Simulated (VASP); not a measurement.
# V (Im-3m) in VASP: notebook

The runs below take V through single point, with r2SCAN.

Program: VASP 6.6.1. These are calculated values, not measurements. Logs are shortened: lines on timing, memory, paths and dates and some standing lists are left out, and cuts for length are marked.

### 1 The cell of the first run

Symmetry: Im-3m, No. 229, cubic system. Conventional cell: a = 2.984 Å, b = 2.984 Å, c = 2.984 Å, α = 90.00°, β = 90.00°, γ = 90.00°. Within 3.4 Å of V (site symmetry m-3m) lie 14 V at 2.58 to 2.98 Å.

### 2 Single point, r2SCAN

File POSCAR:

```
V
1.0
   -1.4917693513      1.4917693513      1.4917693513
    1.4917693513     -1.4917693513      1.4917693513
    1.4917693513      1.4917693513     -1.4917693513
V
1
Direct
    0.0000000000      0.0000000000      0.0000000000
```

File INCAR.step1:

```
PREC = Accurate
ENCUT = 520
ISMEAR = -1
SIGMA = 0.1
LREAL = F
LASPH = T
NELM = 80
NBANDS = 12
GGA = PE
ALGO = Normal
EDIFF = 1E-4
LWAVE = T
LCHARG = F
```

File INCAR.step2:

```
PREC = Accurate
ENCUT = 520
EDIFF = 1E-7
ISMEAR = -1
SIGMA = 0.1
LREAL = F
LASPH = T
NELM = 80
ALGO = Normal
ISIF = 2
LWAVE = F
LCHARG = F
METAGGA = R2SCAN
LMIXTAU = T
NBANDS = 12
ISTART = 1
```

File KPOINTS:

```
Automatic mesh
0
Gamma
  16 16 16
```

Potentials or basis: VASP PAW PBE potentials, release 64 (V_sv).

Run with:

```sh
cat potpaw_PBE.64/V_sv/POTCAR > POTCAR
cp INCAR.step1 INCAR
mpirun -np 1 vasp_std > vasp.out
cp INCAR.step2 INCAR
mpirun -np 1 vasp_std > vasp.out
```

OUTCAR:

```text
PREC = Accurate
   ENCUT = 520
   EDIFF = 1E-7
   ISMEAR = -1
   LREAL = F
   LASPH = T
   NELM = 80
   ISIF = 2
   METAGGA = R2SCAN
   ISTART = 1

 ion  position               nearest neighbor table
   1  0.000  0.000  0.000-

  LATTYP: Found a body centered cubic cell.
 ALAT       =     2.9835387026

  Lattice vectors:

 A1 = (  -1.4917693513,   1.4917693513,   1.4917693513)
 A2 = (   1.4917693513,  -1.4917693513,   1.4917693513)
 A3 = (   1.4917693513,   1.4917693513,  -1.4917693513)

Analysis of symmetry for initial positions (statically):
=====================================================================
 Subroutine PRICEL returns:
 Original cell was already a primitive cell.

 Routine SETGRP: Setting up the symmetry group for a
 body centered cubic supercell.

 Subroutine GETGRP returns: Found 48 space group operations
 (whereof 48 operations were pure point group operations)
 out of a pool of 48 trial point group operations.

The static configuration has the point symmetry O_h .

Analysis of symmetry for dynamics (positions and initial velocities):
=====================================================================
 Subroutine PRICEL returns:
 Original cell was already a primitive cell.

 Routine SETGRP: Setting up the symmetry group for a
 body centered cubic supercell.

 Subroutine GETGRP returns: Found 48 space group operations
 (whereof 48 operations were pure point group operations)
 out of a pool of 48 trial point group operations.

The dynamic configuration has the point symmetry O_h .

 Subroutine INISYM returns: Found 48 space group operations
 (whereof 48 operations are pure point group operations),
 and found     1 'primitive' translations

----------------------------------------------------------------------------------------

                                     Primitive cell

  volume of cell :      13.2790

  direct lattice vectors                    reciprocal lattice vectors
    -1.491769351  1.491769351  1.491769351     0.000000000  0.335172458  0.335172458
     1.491769351 -1.491769351  1.491769351     0.335172458  0.000000000  0.335172458
     1.491769351  1.491769351 -1.491769351     0.335172458  0.335172458  0.000000000

  length of vectors
     2.583820310  2.583820310  2.583820310     0.474005436  0.474005436  0.474005436

  position of ions in fractional coordinates (direct lattice)
     0.000000000  0.000000000  0.000000000

[... 75 lines left out ...]
   EDIFF  = 0.1E-06   stopping-criterion for ELM
   LREAL  =      F    real-space projection
   EDIFFG = 0.1E-05   stopping-criterion for IOM
   NSW    =      0    number of steps for IOM
   IBRION =     -1    ionic relax: 0-MD 1-quasi-New 2-CG
   NFREE  =      0    steps in history (QN), initial steepest desc. (CG)
   ISIF   =      2    stress and relaxation
   ISYM   =      2    0-nonsym 1-usesym 2-fastsym
   POTIM  = 0.5000    time-step for ionic-motion
   TEBEG  =    0.0;   TEEND  =   0.0 temperature during run
   PSTRESS=    0.0 pullay stress
   NELECT =      13.0000    total number of electrons
   NUPDOWN=      -1.0000    fix difference up-down
   EMIN   =  10.00;   EMAX   =-10.00  energy-range for DOS
   EFERMI =   0.00;   METHOD = LEGACY
   ISMEAR =    -1;   SIGMA  =   0.10  broadening in eV -4-tet -1-fermi 0-gaus
   EFERMI_NEDOS =   21; number of points for ismear=-14 and -15
   IALGO  =     38    algorithm
   IMIX   =      4    mixing-type and parameters
     AMIX     =   0.40;   BMIX     =  1.00
     AMIX_MAG =   1.60;   BMIX_MAG =  1.00
  volume/ion in A,a.u.               =      13.28        89.61
  Fermi-wavevector in a.u.,A,eV,Ry     =   1.625552  3.071848 35.952309  2.642420
  Thomas-Fermi vector in A             =   2.718657
   LORBIT       =      0    0 simple, 1 ext, 2 COOP (PROOUT), +10 PAW based schemes
   METAGGA = R2SCAN    functional components
   LHFCALC =     F    Hartree Fock is set to
   AEXX    =    0.0000 exact exchange contribution
   IVDW    =     0    specifies the selected vdW correction
   LEPSILON=     F    determine dielectric tensor
   LRPA    =     F    only Hartree local field effects (RPA)
 non-spin polarized calculation
  energy-cutoff  :      520.00
  volume of cell :       13.28
 maximum number of plane-waves:       372
   NGX =  9   NGY =  9   NGZ =  9

 number of electron      12.9999992 magnetization

 Free energy of the ion-electron system (eV)
  ---------------------------------------------------
  ext. energy  EPLUGINS =         0.00000000
  ---------------------------------------------------
  free energy    TOTEN  =       -14.15519430 eV

  energy without entropy =      -14.10088804  energy(sigma->0) =      -14.12804117

 E-fermi :   9.8584     XC(G=0): -14.1531

 val. band max:        9.8581692840   @ k =   0.3125   0.0625   0.0625
 cond. band min:       9.8693777921   @ k =  -0.1875   0.1875   0.0625
 fundamental gap:      0.0112085081
 Fermi energy:         9.8583971969

 k-point     1 :       0.0000    0.0000    0.0000
  band No.  band energies     occupation
      1     -56.4575      2.00000
      2     -28.5842      2.00000
      3     -28.5841      2.00000
      4     -28.5841      2.00000
      5       2.7503      2.00000
      6      10.3298      0.01778
      7      10.3298      0.01778
      8      10.3298      0.01778
      9      12.5489      0.00000
     10      12.5489      0.00000
     11      31.1962      0.00000
     12      31.1962      0.00000
[... 331 lines left out ...]
 k-point    24 :       0.2500    0.1875    0.0000
  band No.  band energies     occupation
      1     -56.2641      2.00000
      2     -29.3489      2.00000
      3     -28.8921      2.00000
      4     -28.6661      2.00000
      5       6.9411      2.00000
      6       8.8255      1.99993
      7       9.3395      1.98890
      8      12.1451      0.00000
      9      12.9967      0.00000
     10      14.3686      0.00000
     11      23.9393      0.00000
     12      25.3287      0.00000

 [... further k-points ...]
[... 5 lines left out ...]
  --------------------------------------------------------------------------------------
  -------------------------------------------------------------------------------------
  Total        0.0757876      0.0757876      0.0757876     -0.0000000      0.0000000     -0.0000000
  in kB        9.1441524      9.1441524      9.1441524     -0.0000000      0.0000000     -0.0000000
  external PRESSURE =       9.1441524 kB  Pullay stress =       0.0000000 kB

 VOLUME and BASIS-vectors are now :
 -----------------------------------------------------------------------------
  energy-cutoff  :      520.00
  volume of cell :       13.28
      direct lattice vectors                 reciprocal lattice vectors
    -1.491769351  1.491769351  1.491769351     0.000000000  0.335172458  0.335172458
     1.491769351 -1.491769351  1.491769351     0.335172458  0.000000000  0.335172458
     1.491769351  1.491769351 -1.491769351     0.335172458  0.335172458  0.000000000

 POSITION                                       TOTAL-FORCE (eV/Angst)
 -----------------------------------------------------------------------------------
      0.00000      0.00000      0.00000         0.000000     -0.000000      0.000000
 -----------------------------------------------------------------------------------
    total drift:                                0.000000     -0.000000      0.000000

  FREE ENERGIE OF THE ION-ELECTRON SYSTEM (eV)
  ---------------------------------------------------
  free  energy   TOTEN  =       -14.1551943009 eV

  energy  without entropy=      -14.1008880381  energy(sigma->0) =      -14.12804117
```

OSZICAR.step1:

```text
N       E                     dE             d eps       ncg     rms          rms(c)
DAV:   1     0.894283209318E+02    0.89428E+02   -0.71015E+03  3480   0.118E+03
DAV:   2    -0.910732695488E+01   -0.98536E+02   -0.95609E+02  3556   0.328E+02
DAV:   3    -0.103729018466E+02   -0.12656E+01   -0.12629E+01  3840   0.432E+01
DAV:   4    -0.103791469946E+02   -0.62451E-02   -0.62450E-02  3768   0.326E+00
DAV:   5    -0.103792215415E+02   -0.74547E-04   -0.74546E-04  3816   0.335E-01    0.187E+01
DAV:   6    -0.904329866110E+01    0.13359E+01   -0.30467E+00  3612   0.291E+01    0.176E+00
DAV:   7    -0.902580178134E+01    0.17497E-01   -0.26172E-02  3628   0.199E+00    0.104E+00
DAV:   8    -0.901772205959E+01    0.80797E-02   -0.46772E-03  3724   0.102E+00    0.606E-02
DAV:   9    -0.901777617019E+01   -0.54111E-04   -0.13194E-04  2912   0.171E-01
   1 F= -.90177762E+01 E0= -.89888006E+01  d E =-.579511E-01
```

It took 46 s on 1 thread of Intel Xeon Platinum 8559C (Emerald Rapids), shared host; peak memory 0.13 GiB.

What came out:

```yaml
Free_energy: -14.1552 eV
Pressure: 0.9 GPa
```

Levels at points of the mesh, in eV from the Fermi level:
```csv
k point,band 4,band 5,band 6,band 7,band 8,band 9,band 10,band 11
"(0.00, 0.00, 0.00)",-38.44,-7.11,0.47,0.47,0.47,2.69,2.69,21.34
"(0.50, 0.00, 0.00)",-38.45,-3.40,-1.19,1.55,2.67,3.08,4.35,10.77
"(0.50, 0.50, 0.50)",-39.11,-3.19,-3.19,3.94,3.94,3.94,10.76,10.76
```

Caveat: the PAW data sets were made with another functional, which shifts forces and pressure a little.

### 3 Single point, r2SCAN

POSCAR is that of step 2.

File INCAR.step1:

```
SYSTEM = V
PREC     = Accurate       ! precision mode
ENCUT    = 520            ! plane-wave cutoff, eV
ISMEAR   = -1             ! smearing method
SIGMA    = 0.1            ! smearing width, eV
LREAL    = .False.        ! projectors in reciprocal space
LASPH    = .True.         ! aspherical terms in the spheres
NELM     = 80             ! most SCF steps
NBANDS   = 12             ! bands
GGA      = PE             ! functional
ALGO     = Normal         ! electronic algorithm
EDIFF    = 1E-4           ! SCF threshold, eV
LWAVE    = .True.         ! write WAVECAR
LCHARG   = .False.        ! write CHGCAR
```

File INCAR.step2:

```
SYSTEM = V
PREC     = Accurate       ! precision mode
ENCUT    = 520            ! plane-wave cutoff, eV
EDIFF    = 1E-6           ! SCF threshold, eV
ISMEAR   = -1             ! smearing method
SIGMA    = 0.1            ! smearing width, eV
LREAL    = .False.        ! projectors in reciprocal space
LASPH    = .True.         ! aspherical terms in the spheres
NELM     = 80             ! most SCF steps
ALGO     = Normal         ! electronic algorithm
ISIF     = 2              ! what is computed and relaxed
LWAVE    = .False.        ! write WAVECAR
LCHARG   = .True.         ! write CHGCAR
METAGGA  = R2SCAN         ! meta-GGA
LMIXTAU  = .True.       
LELF     = .True.         ! ELF
LVHAR    = .True.       
NBANDS   = 12             ! bands
ISTART   = 1
```

File KPOINTS:

```
regular mesh
0
Gamma
  21 21 21
  0 0 0
```

Potentials or basis: VASP PAW PBE potentials, release 64 (V_sv).

Run with:

```sh
cat potpaw_PBE.64/V_sv/POTCAR > POTCAR
cp INCAR.step1 INCAR
mpirun -np 1 vasp_std > vasp.out
cp INCAR.step2 INCAR
mpirun -np 1 vasp_std > vasp.out
```

OUTCAR:

```text
SYSTEM = V
   PREC = Accurate
   ENCUT = 520
   EDIFF = 1E-6
   ISMEAR = -1
   LREAL = .False.
   LASPH = .True.
   NELM = 80
   ISIF = 2
   METAGGA = R2SCAN
   ISTART = 1

 ion  position               nearest neighbor table
   1  0.000  0.000  0.000-

  LATTYP: Found a body centered cubic cell.
 ALAT       =     2.9835387026

  Lattice vectors:

 A1 = (  -1.4917693513,   1.4917693513,   1.4917693513)
 A2 = (   1.4917693513,  -1.4917693513,   1.4917693513)
 A3 = (   1.4917693513,   1.4917693513,  -1.4917693513)

Analysis of symmetry for initial positions (statically):
=====================================================================
 Subroutine PRICEL returns:
 Original cell was already a primitive cell.

 Routine SETGRP: Setting up the symmetry group for a
 body centered cubic supercell.

 Subroutine GETGRP returns: Found 48 space group operations
 (whereof 48 operations were pure point group operations)
 out of a pool of 48 trial point group operations.

The static configuration has the point symmetry O_h .

Analysis of symmetry for dynamics (positions and initial velocities):
=====================================================================
[... 160 lines left out ...]
 Fermi energy:         9.8625737092

 k-point     1 :       0.0000    0.0000    0.0000
  band No.  band energies     occupation
      1     -56.4528      2.00000
      2     -28.5797      2.00000
      3     -28.5797      2.00000
      4     -28.5797      2.00000
      5       2.7505      2.00000
      6      10.3324      0.01806
      7      10.3324      0.01805
      8      10.3324      0.01805
      9      12.5529      0.00000
     10      12.5529      0.00000
     11      31.1961      0.00000
     12      31.1961      0.00000
[... 331 lines left out ...]
 k-point    24 :       0.1905    0.0952    0.0000
  band No.  band energies     occupation
      1     -56.3425      2.00000
      2     -29.0742      2.00000
      3     -28.7225      2.00000
      4     -28.6118      2.00000
      5       5.1066      2.00000
      6       9.4905      1.95273
      7       9.6685      1.74895
      8      12.0149      0.00000
      9      12.1752      0.00000
     10      12.7826      0.00000
     11      27.1518      0.00000
     12      28.8071      0.00000

 [... further k-points ...]
[... 5 lines left out ...]
  --------------------------------------------------------------------------------------
  -------------------------------------------------------------------------------------
  Total        0.0638957      0.0638957      0.0638957      0.0000000      0.0000000     -0.0000000
  in kB        7.7093350      7.7093350      7.7093350      0.0000000      0.0000000     -0.0000000
  external PRESSURE =       7.7093350 kB  Pullay stress =       0.0000000 kB

 VOLUME and BASIS-vectors are now :
 -----------------------------------------------------------------------------
  energy-cutoff  :      520.00
  volume of cell :       13.28
      direct lattice vectors                 reciprocal lattice vectors
    -1.491769351  1.491769351  1.491769351     0.000000000  0.335172458  0.335172458
     1.491769351 -1.491769351  1.491769351     0.335172458  0.000000000  0.335172458
     1.491769351  1.491769351 -1.491769351     0.335172458  0.335172458  0.000000000

 POSITION                                       TOTAL-FORCE (eV/Angst)
 -----------------------------------------------------------------------------------
      0.00000      0.00000      0.00000         0.000000      0.000000      0.000000
 -----------------------------------------------------------------------------------
    total drift:                                0.000000     -0.000000      0.000000

  FREE ENERGIE OF THE ION-ELECTRON SYSTEM (eV)
  ---------------------------------------------------
  free  energy   TOTEN  =       -14.1557827193 eV

  energy  without entropy=      -14.1025768395  energy(sigma->0) =      -14.12917978
```

OSZICAR.step1:

```text
N       E                     dE             d eps       ncg     rms          rms(c)
DAV:   1     0.927195794023E+02    0.92720E+02   -0.70431E+03  6888   0.119E+03
DAV:   2    -0.907390560970E+01   -0.10179E+03   -0.98914E+02  7016   0.332E+02
DAV:   3    -0.103725457838E+02   -0.12986E+01   -0.12954E+01  7596   0.441E+01
DAV:   4    -0.103791008565E+02   -0.65551E-02   -0.65550E-02  7404   0.332E+00
DAV:   5    -0.103791791644E+02   -0.78308E-04   -0.78309E-04  7484   0.342E-01    0.187E+01
DAV:   6    -0.904407493482E+01    0.13351E+01   -0.30552E+00  7128   0.291E+01    0.176E+00
DAV:   7    -0.902678970216E+01    0.17285E-01   -0.26255E-02  7180   0.200E+00    0.105E+00
DAV:   8    -0.901874572715E+01    0.80440E-02   -0.46144E-03  7364   0.102E+00    0.608E-02
DAV:   9    -0.901879678627E+01   -0.51059E-04   -0.13771E-04  5976   0.174E-01
   1 F= -.90187968E+01 E0= -.89907745E+01  d E =-.560446E-01
```

Wall time 82 s (1 thread of Intel Xeon Platinum 8559C (Emerald Rapids), shared host); peak memory 0.16 GiB.

Results:

| Property | Result |
| --- | --- |
| Free energy | -14.1558 eV |
| Pressure | 0.8 GPa |

Caveat: the PAW data sets were made with another functional, which shifts forces and pressure a little.
